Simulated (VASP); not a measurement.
# NiO: relaxation of shape and atoms at fixed volume with PBE+U

Crystal: NiO.

```
CELL_PARAMETERS angstrom
0.00000 2.13384 2.13384
2.13384 0.00000 2.13384
4.26767 4.26767 0.00000
ATOMIC_POSITIONS crystal
Ni 0.00000 0.00000 0.00000
Ni 0.00000 0.00000 0.50000
O 0.50000 0.50000 0.25000
O 0.50000 0.50000 0.75000
```

| Quantity | Value |
| --- | --- |
| Program | VASP 6.6.1 |
| Task | relaxation of shape and atoms at fixed volume |
| Functional | PBE |
| Potentials or basis | VASP PAW PBE potentials, release 64 (Ni, O) |
| Cutoff | 600 eV |
| k mesh | 10 × 10 × 5 |
| Occupations | gaussian, width 0.05 eV |
| Spin | collinear spin, antiferromagnetic start |
| Starting moments | [1.86, -1.86, 0.0, 0.0] μB |
| Hubbard terms | Ni d U = 6.2 eV |
| Dipole correction | no |
| Further INCAR settings | ALGO = Normal; EDIFF = 1e-06; IBRION = 2; EDIFFG = -0.01; NSW = 60; ISIF = 4 |

The pressure after relaxing is -9.9 GPa. The band gap on the k mesh is 2.99 eV. The net moment is 0.00 μB per cell, the site moments are Ni +1.76, -1.76; O +0.00 μB and the valence electrons inside the program's atomic spheres are Ni 8.89; O 4.99.

Stress tensor (GPa, compression positive):
```
-9.92 -0.05  0.05
-0.05 -9.92  0.05
 0.05  0.05 -9.92
```

Final structure:
```xyz
4
Lattice="0.0000 2.1338 2.1338 2.1338 0.0000 2.1338 4.2677 4.2677 0.0000" Properties=species:S:1:pos:R:3 pbc="T T T"
Ni    0.0000    0.0000    0.0000
Ni    2.1338    2.1338    0.0000
O     2.1338    2.1338    2.1338
O     4.2677    4.2677    2.1338
```

Levels at points of the mesh, in eV from the valence-band top:
Spin up:
```
           k point  band 12  band 13  band 14  band 15  band 16  band 17  band 18  band 19  band 20
(0.00, 0.00, 0.00)    -0.65    -0.65    -0.61    -0.61    -0.61     2.99     4.25     4.25     7.14
(0.50, 0.00, 0.00)    -2.02    -1.89    -1.89    -0.58    -0.49     4.41     4.53     7.14     7.43
```
Spin down:
```
           k point  band 13  band 14  band 15  band 16  band 17  band 18  band 19  band 20
(0.00, 0.00, 0.00)    -0.65    -0.61    -0.61    -0.61     2.99     4.25     4.25     7.14
(0.50, 0.00, 0.00)    -1.89    -1.89    -0.58    -0.49     4.41     4.53     7.14     7.43
```

Eigenvalues of the final occupation matrices:
| site | spin | trace | eigenvalues |
| --- | --- | --- | --- |
| site 1 d | 1 | 4.99 | 0.98 0.98 0.98 1.02 1.02 |
| site 1 d | 2 | 3.22 | 0.14 0.14 0.98 0.98 0.98 |
| site 2 d | 1 | 3.22 | 0.14 0.14 0.98 0.98 0.98 |
| site 2 d | 2 | 4.99 | 0.98 0.98 0.98 1.02 1.02 |

Wall time 3.5 min on 1 thread of Intel(R) Xeon(R) Platinum 8488C (Sapphire Rapids) (shared host), peak memory 0.24 GiB.

Caveat: the relaxation stopped at its first step, so nothing moved. A k mesh can miss the band edges.
